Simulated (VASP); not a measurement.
Input of a VASP 6.6.1 run:

The input INCAR:

```
PREC = Accurate
ENCUT = 840
EDIFF = 1E-6
ISMEAR = 0
SIGMA = 0.05
LREAL = F
LASPH = T
NELM = 120
ALGO = Normal
ISIF = 2
LWAVE = F
LCHARG = F
NBANDS = 24
GGA_COMPAT = F
```

KPOINTS

```
regular mesh
0
Gamma
  6 6 6
```

POSCAR

```
MgO
1.0
    3.5561054200      0.0000000000      0.0000000000
   -1.7780527100      3.0192917963      0.0000000000
    0.0000000000      0.0000000000      4.1780412200
Mg O
2 2
Direct
    0.6666666667      0.3333333333      0.7500000000
    0.3333333333      0.6666666667      0.2500000000
    0.6666666667      0.3333333333      0.2500000000
    0.3333333333      0.6666666667      0.7500000000
```

Potentials or basis: VASP PAW LDA potentials, release 64 (Mg_sv, O).

Run with:

```bash
$ cat potpaw_LDA.64/Mg_sv/POTCAR potpaw_LDA.64/O/POTCAR > POTCAR
$ mpirun -np 1 vasp_std > vasp.out
```

Problem. What does it give for the band gap on the k mesh?

Solution. 3.25 eV.

Problem. What does it give for the largest force?

Solution. 0.152 eV/Å.

Problem. Predict the pressure.

Solution. -5.9 GPa.

Stress tensor (GPa, compression positive):
```
-7.81  0.00  0.00
 0.00 -4.62  0.00
 0.00  0.00 -5.12
```

Caveat: the cell differs from its parent crystal (strain +0.0200 x Voigt [1, 0, 0, 0, 0, 0]); the cell stands under tension.
